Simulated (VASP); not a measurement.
**Mg: single point with PBEsol**

Mg:

```
Mg
1.0
    -1.47707    1.47707    1.47707
     1.47707   -1.47707    1.47707
     1.47707    1.47707   -1.47707
Mg
1
Direct
  0.00000 0.00000 0.00000
```

This isn't the form of Mg at room conditions, which is hcp.

| Quantity | Value |
| --- | --- |
| Program | VASP 6.6.1 |
| Task | single point |
| Functional | PBEsol |
| Potentials or basis | VASP PAW PBE potentials, release 64 (Mg) |
| Cutoff | 600 eV |
| k mesh | 10 × 10 × 10 |
| Occupations | fermi-dirac, width 0.1 eV |
| Spin | no spin polarisation |
| Dipole correction | no |
| Further INCAR settings | ALGO = Normal; EDIFF = 1e-06; NBANDS = 7 |

* Pressure: 61.3 GPa
* Band gap on the k mesh: zero (bands 1 and 2 overlap by 4.83 eV)

Levels at points of the mesh, in eV from the Fermi level:
| k point | band 1 | band 2 | band 3 | band 4 | band 5 |
| --- | --- | --- | --- | --- | --- |
| (0.00, 0.00, 0.00) | -9.97 | 17.26 | 17.26 | 17.26 | 20.03 |
| (0.50, 0.00, 0.00) | -2.46 | -1.07 | 10.69 | 14.49 | 14.92 |
| (0.50, 0.50, 0.50) | 3.77 | 3.77 | 6.01 | 6.01 | 6.01 |

Wall time 2.3 s on 1 thread of Intel(R) Xeon(R) 6975P-C (Granite Rapids), with other jobs on the host, peak memory 0.12 GiB.

Caveat: the cell stands under pressure; the PAW data sets were made with another functional, which shifts forces and pressure a little.
